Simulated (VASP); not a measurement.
# Sn (I4/mmm) in VASP: a series of runs

Aim: see how the results for Sn move with the level of theory and the settings. Levels: revPBE+D4, PBE. Tasks: single point.

All numbers are computed with VASP 6.6.1; they aren't measurements. Logs are shortened: lines on timing, memory, paths and dates and some standing lists are left out, and cuts for length are marked.

### Step 1. The cell of the first run

Symmetry: I4/mmm, No. 139, tetragonal system. Conventional cell: a = 3.984 Å, b = 3.984 Å, c = 3.323 Å, α = 90.00°, β = 90.00°, γ = 90.00°. Sn (site symmetry 4/mmm) has 14 Sn at 3.27 to 3.98 Å within 4.3 Å.

### Step 2. Single point, revPBE+D4

File INCAR:

```
SYSTEM = Sn
PREC     = Accurate       ! precision mode
ENCUT    = 520            ! plane-wave cutoff, eV
EDIFF    = 1E-6           ! SCF threshold, eV
ISMEAR   = -1             ! smearing method
SIGMA    = 0.05           ! smearing width, eV
LREAL    = .False.        ! projectors in reciprocal space
LASPH    = .True.         ! aspherical terms in the spheres
NELM     = 100            ! most SCF steps
ALGO     = Normal         ! electronic algorithm
ISIF     = 2              ! what is computed and relaxed
LWAVE    = .False.        ! write WAVECAR
LCHARG   = .True.         ! write CHGCAR
GGA      = RE             ! functional
IVDW     = 13             ! dispersion correction
LELF     = .True.         ! ELF
LVHAR    = .True.       
NBANDS   = 13             ! bands
```

File KPOINTS:

```
regular mesh
0
Gamma
  10 10 10
  0 0 0
```

File POSCAR:

```
Sn
1.0
   -1.9920973489      1.9920973489      1.6617475540
    1.9920973489     -1.9920973489      1.6617475540
    1.9920973489      1.9920973489     -1.6617475540
Sn
1
Direct
    0.0000000000      0.0000000000      0.0000000000
```

Potentials or basis: VASP PAW PBE potentials, release 64 (Sn_d).

Run with:

```bash
$ cat potpaw_PBE.64/Sn_d/POTCAR > POTCAR
$ mpirun -np 1 vasp_std > vasp.out
```

OUTCAR:

```text
SYSTEM = Sn
   PREC = Accurate
   ENCUT = 520
   EDIFF = 1E-6
   ISMEAR = -1
   LREAL = .False.
   LASPH = .True.
   NELM = 100
   ISIF = 2
   GGA = RE
   IVDW = 13

 ion  position               nearest neighbor table
   1  0.000  0.000  0.000-

  LATTYP: Found a body centered tetragonal cell.
 ALAT       =     3.9841946978
 C/A-ratio  =     0.8341698537

  Lattice vectors:

 A1 = (  -1.9920973489,   1.9920973489,   1.6617475540)
 A2 = (   1.9920973489,  -1.9920973489,   1.6617475540)
 A3 = (   1.9920973489,   1.9920973489,  -1.6617475540)

Analysis of symmetry for initial positions (statically):
=====================================================================
 Subroutine PRICEL returns:
 Original cell was already a primitive cell.

 Routine SETGRP: Setting up the symmetry group for a
 body centered tetragonal supercell.

 Subroutine GETGRP returns: Found 16 space group operations
 (whereof 16 operations were pure point group operations)
 out of a pool of 16 trial point group operations.

The static configuration has the point symmetry D_4h.

Analysis of symmetry for dynamics (positions and initial velocities):
=====================================================================
 Subroutine PRICEL returns:
 Original cell was already a primitive cell.

 Routine SETGRP: Setting up the symmetry group for a
 body centered tetragonal supercell.

 Subroutine GETGRP returns: Found 16 space group operations
 (whereof 16 operations were pure point group operations)
 out of a pool of 16 trial point group operations.

The dynamic configuration has the point symmetry D_4h.

 Subroutine INISYM returns: Found 16 space group operations
 (whereof 16 operations are pure point group operations),
 and found     1 'primitive' translations

----------------------------------------------------------------------------------------

                                     Primitive cell

  volume of cell :      26.3783

  direct lattice vectors                    reciprocal lattice vectors
    -1.992097349  1.992097349  1.661747554     0.000000000  0.250991750  0.300888061
     1.992097349 -1.992097349  1.661747554     0.250991750  0.000000000  0.300888061
     1.992097349  1.992097349 -1.661747554     0.250991750  0.250991750  0.000000000

  length of vectors
     3.270826903  3.270826903  3.270826903     0.391829662  0.391829662  0.354955937

  position of ions in fractional coordinates (direct lattice)
     0.000000000  0.000000000  0.000000000

[... 81 lines left out ...]
   ISIF   =      2    stress and relaxation
   ISYM   =      2    0-nonsym 1-usesym 2-fastsym
   POTIM  = 0.5000    time-step for ionic-motion
   TEBEG  =    0.0;   TEEND  =   0.0 temperature during run
   PSTRESS=    0.0 pullay stress
   NELECT =      14.0000    total number of electrons
   NUPDOWN=      -1.0000    fix difference up-down
   EMIN   =  10.00;   EMAX   =-10.00  energy-range for DOS
   EFERMI =   0.00;   METHOD = LEGACY
   ISMEAR =    -1;   SIGMA  =   0.05  broadening in eV -4-tet -1-fermi 0-gaus
   EFERMI_NEDOS =   21; number of points for ismear=-14 and -15
   IALGO  =     38    algorithm
   IMIX   =      4    mixing-type and parameters
     AMIX     =   0.40;   BMIX     =  1.00
     AMIX_MAG =   1.60;   BMIX_MAG =  1.00
  volume/ion in A,a.u.               =      26.38       178.01
  Fermi-wavevector in a.u.,A,eV,Ry     =   1.325467  2.504769 23.903555  1.756862
  Thomas-Fermi vector in A             =   2.454925
   LORBIT       =      0    0 simple, 1 ext, 2 COOP (PROOUT), +10 PAW based schemes
   GGA     = RE    functional components
   LHFCALC =     F    Hartree Fock is set to
   AEXX    =    0.0000 exact exchange contribution
   IVDW    =    13    specifies the selected vdW correction
   LEPSILON=     F    determine dielectric tensor
   LRPA    =     F    only Hartree local field effects (RPA)
 non-spin polarized calculation
  energy-cutoff  :      520.00
  volume of cell :       26.38
 maximum number of plane-waves:       738
   NGX = 13   NGY = 13   NGZ = 13

 number of electron      14.0000001 magnetization

 Free energy of the ion-electron system (eV)
  ---------------------------------------------------
  ext. energy  EPLUGINS =         0.00000000
  ---------------------------------------------------
  free energy    TOTEN  =        -3.45254156 eV

  energy without entropy =       -3.44790556  energy(sigma->0) =       -3.45022356

 E-fermi :   8.5050     XC(G=0): -10.4458

 val. band max:        8.4956946199   @ k =  -0.3000  -0.4000   0.3000
 cond. band min:       8.5292251123   @ k =   0.5000   0.5000   0.4000
 fundamental gap:      0.0335304923
 Fermi energy:         8.5049666860

 k-point     1 :       0.0000    0.0000    0.0000
  band No.  band energies     occupation
      1     -13.1289      2.00000
      2     -13.0554      2.00000
      3     -13.0554      2.00000
      4     -13.0319      2.00000
      5     -12.9195      2.00000
      6      -2.7816      2.00000
      7      15.7258      0.00000
      8      15.7258      0.00000
      9      18.1204      0.00000
     10      19.1541      0.00000
     11      20.3932      0.00000
     12      21.0053      0.00000
     13      21.0053      0.00000
[... 354 lines left out ...]
  band No.  band energies     occupation
      1     -13.1036      2.00000
      2     -13.0140      2.00000
      3     -12.9851      2.00000
      4     -12.9498      2.00000
      5     -12.9259      2.00000
      6       2.5252      2.00000
      7       5.8269      2.00000
      8       7.2853      2.00000
      9      13.0432      0.00000
     10      18.0110      0.00000
     11      20.0877      0.00000
     12      24.3877      0.00000
     13      25.1566      0.00000

 [... further k-points ...]

------------------------ aborting loop because EDIFF is reached ----------------------------------------

  DFT-D4 for vdW energy calculation

  Edisp (eV):   -0.65198

  FORCE on cell =-STRESS in cart. coord.  units (eV):
  Direction    XX          YY          ZZ          XY          YZ          ZX
  --------------------------------------------------------------------------------------
  -------------------------------------------------------------------------------------
  Total      -0.00651    -0.00651    -0.00139     0.00000    -0.00000     0.00000
  in kB      -0.39550    -0.39550    -0.08465     0.00000    -0.00000     0.00000
  external pressure =       -0.29 kB  Pullay stress =        0.00 kB

 VOLUME and BASIS-vectors are now :
 -----------------------------------------------------------------------------
  energy-cutoff  :      520.00
  volume of cell :       26.38
      direct lattice vectors                 reciprocal lattice vectors
    -1.992097349  1.992097349  1.661747554     0.000000000  0.250991750  0.300888061
     1.992097349 -1.992097349  1.661747554     0.250991750  0.000000000  0.300888061
     1.992097349  1.992097349 -1.661747554     0.250991750  0.250991750  0.000000000

 POSITION                                       TOTAL-FORCE (eV/Angst)
 -----------------------------------------------------------------------------------
      0.00000      0.00000      0.00000         0.000000     -0.000000      0.000000
 -----------------------------------------------------------------------------------
    total drift:                                0.000000      0.000000      0.000000

  FREE ENERGIE OF THE ION-ELECTRON SYSTEM (eV)
  ---------------------------------------------------
  free  energy   TOTEN  =        -4.1045241872 eV

  energy  without entropy=       -4.0998881891  energy(sigma->0) =       -4.10220619
```

stdout:

```text
POSCAR found type information on POSCAR Sn
 POSCAR found :  1 types and       1 ions
 scaLAPACK will be used
 -----------------------------------------------------------------------------
|                                                                             |
|                                                                             |
|     You enforced a specific xc type in the INCAR file but a different       |
|     I HOPE YOU KNOW WHAT YOU ARE DOING!                                     |
|                                                                             |
 -----------------------------------------------------------------------------

 LDA part: xc-table for (Slater+PW92), standard interpolation
 POSCAR, INCAR and KPOINTS ok, starting setup
 FFT: planning ... GRIDC
 FFT: planning ... GRID_SOFT
 FFT: planning ... GRID
 WAVECAR not read
 entering main loop
```

Wall time 13 s (1 thread of Intel Xeon Platinum 8488C (Sapphire Rapids), shared host); peak memory 0.15 GiB.

Results:

```yaml
Free_energy: -4.1045 eV
Pressure: 0.0 GPa
Band_gap_on_the_k_mesh: zero (band 7 reaches 15.73 eV, above the bottom of band 8 at 6.33 eV)
Dispersion_energy_per_atom: -0.652 eV
```

Levels at points of the mesh, in eV from the Fermi level:
| k point | band 5 | band 6 | band 7 | band 8 | band 9 | band 10 |
| --- | --- | --- | --- | --- | --- | --- |
| (0.00, 0.00, 0.00) | -21.42 | -11.29 | 7.22 | 7.22 | 9.62 | 10.65 |
| (0.50, 0.00, 0.00) | -21.37 | -5.82 | -4.36 | 3.22 | 4.55 | 7.42 |
| (0.50, 0.50, 0.00) | -21.38 | -7.23 | -4.85 | 5.77 | 7.83 | 10.37 |
| (0.50, 0.50, 0.50) | -21.36 | -3.04 | -1.54 | -1.54 | 2.27 | 3.06 |

Caveat: the PAW data sets were made with another functional, which shifts forces and pressure a little; spin-orbit coupling is left out, which moves the levels of the heavy elements; pairwise dispersion overbinds metals, which lowers pressure and volume.

### Step 3. Single point, PBE

This run uses another cell than the first one, of 27.35 Å³/atom, 1.037 times its volume.

File INCAR:

```
SYSTEM = Sn
PREC     = Accurate       ! precision mode
ENCUT    = 520            ! plane-wave cutoff, eV
EDIFF    = 1E-6           ! SCF threshold, eV
ISMEAR   = 0              ! smearing method
SIGMA    = 0.027000000000000003 ! smearing width, eV
LREAL    = .False.        ! projectors in reciprocal space
LASPH    = .True.         ! aspherical terms in the spheres
NELM     = 60             ! most SCF steps
ALGO     = Normal         ! electronic algorithm
ISIF     = 2              ! what is computed and relaxed
LWAVE    = .False.        ! write WAVECAR
LCHARG   = .False.        ! write CHGCAR
GGA      = PE             ! functional
NBANDS   = 13             ! bands
```

File KPOINTS:

```
Automatic mesh
0
Gamma
  10 10 10
  0 0 0
```

File POSCAR:

```
Sn
1.0
   -2.0291894110      2.0291894110      1.6607599896
    2.0291894110     -2.0291894110      1.6607599896
    2.0291894110      2.0291894110     -1.6607599896
Sn
1
Direct
    0.0000000000      0.0000000000      0.0000000000
```

Potentials or basis: VASP PAW PBE potentials, release 64 (Sn_d).

Run with:

```bash
$ cat potpaw_PBE.64/Sn_d/POTCAR > POTCAR
$ mpirun -np 1 vasp_std > vasp.out
```

It took 24 s on 1 thread of Intel Xeon Platinum 8488C (Sapphire Rapids), shared host; peak memory 0.17 GiB.

Results (log left out):

```yaml
Free_energy: -3.7764 eV
Pressure: 0.8 GPa
Band_gap_on_the_k_mesh: zero (band 7 reaches 14.75 eV, above the bottom of band 8 at 5.95 eV)
```

Stress tensor (GPa, compression positive):
```
0.31 0.00 0.00
0.00 0.31 0.00
0.00 0.00 1.72
```

Levels at points of the mesh, in eV from the Fermi level:
```
           k point  band 3  band 4  band 5  band 6  band 7  band 8  band 9  band 10  band 11  band 12
(0.00, 0.00, 0.00)  -21.43  -21.42  -21.31  -10.98    6.83    6.83    9.39    10.32    11.46    12.60
(0.50, 0.00, 0.00)  -21.35  -21.28  -21.26   -5.70   -4.09    3.14    4.40     7.25     7.44    13.76
(0.50, 0.50, 0.00)  -21.39  -21.35  -21.27   -7.21   -4.61    5.85    7.81    10.44    11.00    11.83
(0.50, 0.50, 0.50)  -21.28  -21.28  -21.25   -3.33   -1.50   -1.50    2.59     3.12     6.16    18.95
```

Caveat: spin-orbit coupling is left out, which moves the levels of the heavy elements.

### Step 4. Single point, PBE

This run uses another cell than the first one, of 27.35 Å³/atom, 1.037 times its volume.

File INCAR:

```
SYSTEM = Sn
PREC = Accurate
ENCUT = 520
EDIFF = 1E-7
ISMEAR = 0
SIGMA = 0.028000000000000004
LREAL = .False.
LASPH = .True.
NELM = 80
ALGO = Normal
ISIF = 2
LWAVE = .False.
LCHARG = .False.
GGA = PE
NBANDS = 13
```

File KPOINTS:

```
regular mesh
0
Gamma
  10 10 10
  0 0 0
```

POSCAR is that of step 3.

Run with:

```bash
$ cat potpaw_PBE.64/Sn_d/POTCAR > POTCAR
$ mpirun -np 1 vasp_std > vasp.out
```

Run time: 25 s. Hardware: 1 thread of Intel Xeon Platinum 8488C (Sapphire Rapids), shared host; peak memory 0.17 GiB.

The run converged. Its results:

- Free energy: -3.7764 eV
- Pressure: 0.8 GPa
- Band gap on the k mesh: zero (band 7 reaches 14.75 eV, above the bottom of band 8 at 5.95 eV)

Stress tensor (GPa, compression positive):
```
0.29 0.00 0.00
0.00 0.29 0.00
0.00 0.00 1.70
```

Levels at points of the mesh, in eV from the Fermi level:
| k point | band 5 | band 6 | band 7 | band 8 | band 9 | band 10 |
| --- | --- | --- | --- | --- | --- | --- |
| (0.00, 0.00, 0.00) | -21.31 | -10.98 | 6.83 | 6.83 | 9.39 | 10.32 |
| (0.50, 0.00, 0.00) | -21.26 | -5.70 | -4.09 | 3.14 | 4.40 | 7.25 |
| (0.50, 0.50, 0.00) | -21.27 | -7.21 | -4.61 | 5.85 | 7.81 | 10.44 |
| (0.50, 0.50, 0.50) | -21.25 | -3.33 | -1.50 | -1.50 | 2.59 | 3.12 |

Caveat: spin-orbit coupling is left out, which moves the levels of the heavy elements.

### Step 5. Overview

```tsv
level	cell	smearing	gap on the mesh (eV)	pressure (GPa)
revPBE+D4	a = 3.271 Å, angles 105.0, 105.0, 118.9°, 1 atom	fermi-dirac 0.05 eV	none	0.0
PBE	a = 3.316 Å, angles 104.5, 104.5, 119.9°, 1 atom	gaussian 0.027 eV	none	0.8
PBE	a = 3.316 Å, angles 104.5, 104.5, 119.9°, 1 atom	gaussian 0.028 eV	none	0.8
```

Alike in all rows: task single point; potentials or basis VASP PAW PBE potentials, release 64 (Sn_d); no spin polarisation; k mesh 10 × 10 × 10; cutoff (eV) 520.

Caveats: spin-orbit coupling is left out, which moves the levels of the heavy elements; the PAW data sets were made with another functional, which shifts forces and pressure a little (some runs); pairwise dispersion overbinds metals, which lowers pressure and volume (some runs).

Absolute energies hang on the potentials; compare differences alone.
